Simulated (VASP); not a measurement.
Write the native input for VASP 6.6.1 that does the following.

```yaml
Task: single point
Functional: PBE
Dispersion: D3(BJ)
Potentials_or_basis: VASP PAW PBE potentials, release 64 (O, H, C)
Cutoff: 520 eV
k_mesh: 1 × 1 × 1
Occupations: fermi-dirac, width 0.02 eV
Spin: no spin polarisation
Dipole_correction: no
Further_INCAR_settings: LREAL = Auto; ALGO = Normal; EDIFF = 1e-06; NBANDS = 39
```

The structure of H10CO6 lies in POSCAR:

```
H10CO6
1.0
    6.1962860000      0.0000000000      0.0000000000
    0.0000000000      6.1962860000      0.0000000000
    0.0000000000      0.0000000000      6.1962860000
O H C
6 10 1
Direct
    0.3749504138      0.2265227912      0.1750887548
    0.3786784535      1.0571655343      0.5625789384
    1.0572300891      0.2534744200      0.8678263076
    0.7160095580      0.9787637304      0.8067090512
    0.8355489078      0.4539170723      0.3518882117
    0.9820237478      0.7309217167      0.5148406642
    0.2483584521      0.2354959084      0.0751256478
    0.4927952002      0.1774772824      0.0926845533
    0.3898141564      1.1310162249      0.4216558112
    0.2793124785      0.9373841040      0.5254437900
    1.1524484183      0.1773804502      0.7736247165
    0.9374970749      0.1524461589      0.8683588847
    0.8058537001      0.8579817007      0.7652971474
    0.6120924696      1.0197721667      0.6807303601
    0.7173329314      0.5463272677      0.3020519066
    1.1181052650      0.4308548702      0.4940217414
    0.9910291423      0.5435675500      0.4620509770
```

These files were run (other wordings do the same):

INCAR

```
SYSTEM = H10CO6
PREC     = Accurate       ! precision mode
ENCUT    = 520            ! plane-wave cutoff, eV
EDIFF    = 1E-6           ! SCF threshold, eV
ISMEAR   = -1             ! smearing method
SIGMA    = 0.02           ! smearing width, eV
LREAL    = Auto         
LASPH    = .TRUE.         ! aspherical terms in the spheres
NELM     = 60             ! most SCF steps
ALGO     = Normal         ! electronic algorithm
ISIF     = 2              ! what is computed and relaxed
LWAVE    = .FALSE.        ! write WAVECAR
LCHARG   = .FALSE.        ! write CHGCAR
GGA      = PE             ! functional
IVDW     = 12             ! dispersion correction
NBANDS   = 39             ! bands
```

KPOINTS

```
regular mesh
0
G
  1 1 1
  0 0 0
```

Potentials or basis: VASP PAW PBE potentials, release 64 (O, H, C).

Run with:

```sh
$ cat potpaw_PBE.64/O/POTCAR potpaw_PBE.64/H/POTCAR potpaw_PBE.64/C/POTCAR > POTCAR
$ mpirun -np 1 vasp_gam > vasp.out
```

Results of the run:

```
Pressure                   : 1.5 GPa
Largest force              : 2.609 eV/Å
Band gap on the k mesh     : 4.97 eV
Dispersion energy per atom : -0.028 eV
```

Caveat: the k points lie up to 1.01 Å⁻¹ apart.

Run time: 27 s on 1 thread of AMD EPYC 7R13 Processor (Zen 3) (shared host), peak memory 0.28 GiB.
